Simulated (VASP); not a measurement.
A run of VASP 6.6.1 is set up as follows.

INCAR

```
SYSTEM = GaSb3
PREC = Accurate
ENCUT = 520
EDIFF = 1E-7
ISMEAR = 0
SIGMA = 0.15
LREAL = .FALSE.
LASPH = .TRUE.
NELM = 80
ALGO = Normal
ISIF = 2
LWAVE = .FALSE.
LCHARG = .FALSE.
GGA = PS
NBANDS = 22
```

File KPOINTS:

```
Automatic mesh
0
G
  10 10 10
  0 0 0
```

The input POSCAR:

```
GaSb3
1.0
    0.0000000000      3.6788173578      3.6788173578
    3.6788173578      0.0000000000      3.6788173578
    3.6788173578      3.6788173578      0.0000000000
Ga Sb
1 3
Direct
    0.0000000000      0.0000000000      0.0000000000
    0.2500000000      0.2500000000      0.2500000000
    0.7500000000      0.7500000000      0.7500000000
    0.5000000000      0.5000000000      0.5000000000
```

Potentials or basis: VASP PAW PBE potentials, release 64 (Ga_d, Sb).

Launch:

```sh
$ cat potpaw_PBE.64/Ga_d/POTCAR potpaw_PBE.64/Sb/POTCAR > POTCAR
$ mpirun -np 1 vasp_std > vasp.out
```

(1) What does it give for the pressure?

(2) Estimate the band gap on the k mesh.

Answers

(1) -1.5 GPa.

(2) zero (band 14 reaches 9.21 eV, above the bottom of band 15 at 5.31 eV).

Caveat: the PAW data sets were made with another functional, which shifts forces and pressure a little; spin-orbit coupling is left out, which moves the levels of the heavy elements.
